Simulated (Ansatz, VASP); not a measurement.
**La2MgGeF6: VASP beside Ansatz**

File INCAR:

```
SYSTEM = La2MgGeF6
  ALGO = Normal
  EDIFF = 1E-6
  ENCUT = 520
  GGA = PE
  ISIF = 2
  ISMEAR = 1
  LASPH = .TRUE.
  LCHARG = .FALSE.
  LREAL = .FALSE.
  LWAVE = .FALSE.
  NBANDS = 51
  NELM = 60
  PREC = Accurate
  SIGMA = 0.0296
```

Contents of KPOINTS:

```
k-points
0
G
  4 4 4
  0 0 0
```

POSCAR

```
La2MgGeF6
1.0
    2.9038430000      1.6765330000      4.6810950000
   -2.9038430000      1.6765330000      4.6810950000
    0.0000000000     -3.3530650000      4.6810950000
La Ge Mg F
2 1 1 6
Direct
    0.7520000000      0.7520000000      0.7520000000
    0.2480000000      0.2480000000      0.2480000000
    0.5030000000      0.5030000000      0.5030000000
    0.0000000000      0.0000000000      0.0000000000
    0.6900000000      0.2550000000      0.7890000000
    0.7890000000      0.6900000000      0.2550000000
    0.2550000000      0.7890000000      0.6900000000
    0.2080000000      0.3240000000      0.7350000000
    0.7350000000      0.2080000000      0.3240000000
    0.3240000000      0.7350000000      0.2080000000
```

Input for Ansatz:

```yaml
crystal:
  lattice:
    - [2.903843, 1.676533, 4.681095]
    - [-2.903843, 1.676533, 4.681095]
    - [0.0, -3.353065, 4.681095]
  atoms:
    - { symbol: La, position: [0.752, 0.752, 0.752] }
    - { symbol: Ge, position: [0.503, 0.503, 0.503] }
    - { symbol: Mg, position: [0.0, 0.0, 0.0] }
    - { symbol: F, position: [0.69, 0.255, 0.789] }
    - { symbol: F, position: [0.789, 0.69, 0.255] }
    - { symbol: F, position: [0.255, 0.789, 0.69] }
    - { symbol: F, position: [0.208, 0.324, 0.735] }
    - { symbol: F, position: [0.735, 0.208, 0.324] }
    - { symbol: F, position: [0.324, 0.735, 0.208] }
    - { symbol: La, position: [0.248, 0.248, 0.248] }
  symmetry: { tolerance: 0.0003 }
kpoints:
  mp_grid: { grid: [4, 4, 4], shift: [0, 0, 0] }
magnetization:
  spin_polarized: false
scf:
  occupations: { method: cold, width: 0.0296 }
hamiltonian:
  pseudopotentials: { kind: paw }
  xc: pbe
basis:
  ecutwfc: 420
output:
  forces: true
  stress: true
  eigenvalues: true
  write_density: true
  write_potential: true
  elf: true
  volumetric_format: npy
```

Alike in both runs: task single point; functional PBE; k mesh 4 × 4 × 4; no spin polarisation.

```csv
,VASP,Ansatz
version,VASP 6.6.1,Ansatz 0.2.0
potentials or method,"VASP PAW PBE potentials, release 64 (La, Ge_d, Mg, F), cutoff 520 eV",PAW plane waves
occupations,"methfessel-paxton of order 1, width 0.0296 eV","cold, width 0.0296 eV"
valence electrons in the cell,80,88
```

|  | VASP | Ansatz | Ansatz less VASP |
| --- | --- | --- | --- |
| gap on the k mesh at the Fermi level (eV) | none | none | - |
| pressure (GPa) | 26.2 | 26.3 | +0.17 |
| rms of the force components (eV/Å) | 1.484 | 1.458 | -0.0261 |

A gap of «none» marks a metal or a gap that the smearing closes. VASP's potentials hold 80 valence electrons a cell and Ansatz's 88, so a difference there can come from the potentials and not from the codes. Ansatz's warnings: structure snapped to symmetry.

Spin-orbit coupling is off throughout.
